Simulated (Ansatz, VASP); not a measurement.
Cd2HgTe3: VASP beside Ansatz

File INCAR:

```
  PREC = Accurate
  ENCUT = 520
  EDIFF = 1E-6
  ISMEAR = 0
  SIGMA = 0.1
  LREAL = F
  LASPH = T
  NELM = 60
  ALGO = Normal
  ISIF = 2
  LWAVE = F
  LCHARG = T
  GGA = PE
  LELF = T
  LVHAR = T
  NBANDS = 36
```

KPOINTS

```
regular mesh
0
Gamma
  6 6 2
```

File POSCAR:

```
Cd2HgTe3
1.0
    4.3839746200      0.0000000000      0.0000000000
   -2.1919873100      3.7966333900      0.0000000000
    0.0000000000      0.0000000000     10.7385008600
Cd Hg Te
2 1 3
Direct
    0.3333333300      0.6666666700      0.6666666700
    0.6666666700      0.3333333300      0.3333333300
    0.0000000000      0.0000000000      0.0000000000
    0.0000000000      0.0000000000      0.5000000000
    0.3333333300      0.6666666700      0.1666666700
    0.6666666700      0.3333333300      0.8333333300
```

Input for Ansatz:

```yaml
crystal:
  lattice:
    - [4.38397462, 0.0, 0.0]
    - [-2.19198731, 3.79663339, 0.0]
    - [0.0, 0.0, 10.73850086]
  atoms:
    - { symbol: Cd, position: [0.33333333, 0.66666667, 0.66666667] }
    - { symbol: Cd, position: [0.66666667, 0.33333333, 0.33333333] }
    - { symbol: Hg, position: [0.0, 0.0, 0.0] }
    - { symbol: Te, position: [0.0, 0.0, 0.5] }
    - { symbol: Te, position: [0.33333333, 0.66666667, 0.16666667] }
    - { symbol: Te, position: [0.66666667, 0.33333333, 0.83333333] }
basis:
  ecutwfc: 420
kpoints:
  mp_grid: { grid: [6, 6, 2] }
hamiltonian:
  xc: pbe
scf:
  occupations: { method: gaussian, width: 0.1 }
  lower_state_search: "off"
output:
  forces: true
  stress: true
  eigenvalues: true
```

Alike in both runs: task single point; functional PBE; k mesh 6 × 6 × 2; occupations gaussian, width 0.1 eV; no spin polarisation.

```csv
,VASP,Ansatz
version,VASP 6.6.1,Ansatz 0.2.0
potentials or method,"VASP PAW PBE potentials, release 64 (Cd, Hg, Te), cutoff 520 eV","scalar-relativistic, plane waves, PAW"
valence electrons in the cell,54,108
```

Ansatz gave:

```
gap on the k mesh at the Fermi level (eV)                     : none
pressure (GPa)                                                : -1.3
traceless stress, the component that is largest in VASP (GPa) : -0.12
rms of the force components (eV/Å)                            : 0.070
```

Q: Estimate VASP's values.

A: gap on the k mesh at the Fermi level (eV): none; pressure (GPa): -1.2; traceless stress, the component that is largest in VASP (GPa): -0.12; rms of the force components (eV/Å): 0.070.

Atom by atom the forces differ by 0.001 eV/Å (rms over components). A gap of «none» marks a metal or a gap that the smearing closes. The functional is the same, so the differences come from potentials, cutoffs and numerics. VASP's potentials hold 54 valence electrons a cell and Ansatz's 108, so a difference there can come from the potentials and not from the codes.

Spin-orbit coupling is off throughout.
